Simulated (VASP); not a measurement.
Input of a VASP 6.6.1 run:

INCAR

```
SYSTEM = La3Hf
  ALGO = Fast
  EDIFF = 1E-6
  ENCUT = 520
  GGA = PS
  ISIF = 2
  ISMEAR = 0
  LASPH = .True.
  LCHARG = .True.
  LELF = .True.
  LREAL = .False.
  LVHAR = .True.
  LWAVE = .False.
  NBANDS = 30
  NELM = 100
  PREC = Accurate
  SIGMA = 0.05
```

KPOINTS

```
k-points
0
Gamma
  9 9 9
  0 0 0
```

POSCAR

```
La3Hf
1.0
    5.0451320000      0.0000000000      0.0000000000
    0.0000000000      5.0451320000      0.0000000000
    0.0000000000      0.0000000000      5.0451320000
Hf La
1 3
Direct
    0.0000000000      0.0000000000      0.0000000000
    0.5000000000      0.5000000000      0.0000000000
    0.5000000000      0.0000000000      0.5000000000
    0.0000000000      0.5000000000      0.5000000000
```

Potentials or basis: VASP PAW PBE potentials, release 64 (Hf_pv, La).

The run is started by

```bash
$ cat potpaw_PBE.64/Hf_pv/POTCAR potpaw_PBE.64/La/POTCAR > POTCAR
$ mpirun -np 1 vasp_std > vasp.out
```

(1) What does it give for the band gap on the k mesh?

(2) Estimate the pressure.

## Answers

(1) zero (an odd number of electrons rules out a gap without spin polarisation).

(2) -2.6 GPa.

Caveat: the PAW data sets were made with another functional, which shifts forces and pressure a little; spin-orbit coupling is left out, which moves the levels of the heavy elements.
